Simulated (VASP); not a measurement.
Crystal: SnO2 (Cassiterite).

```
Sn O
1.0
     4.64128    0.00000    0.00000
     0.00000    4.64128    0.00000
     0.00000    0.00000    3.12145
Sn O
2 4
Cartesian
  2.3206 2.3206 1.5607
  0.0000 0.0000 0.0000
  3.7460 0.8953 1.5607
  3.2159 3.2159 0.0000
  0.8953 3.7460 1.5607
  1.4253 1.4253 0.0000
```

Program: VASP 6.6.1. Alike in all runs: task single point; potentials or basis VASP PAW PBE potentials, release 64 (Sn_d, O); no spin polarisation; cell as given; k mesh 6 × 6 × 8; cutoff (eV) 520.

Q: Order these runs on this cell by their pressure, lowest first.
A. level revPBE; smearing gaussian 0.05 eV
B. level BLYP+D3(BJ); smearing fermi-dirac 0.05 eV
C. level revPBE+D3(BJ); smearing fermi-dirac 0.05 eV

A: C (25.0 GPa), B (27.8 GPa), A (31.9 GPa).

Caveats: the PAW data sets were made with another functional, which shifts forces and pressure a little.
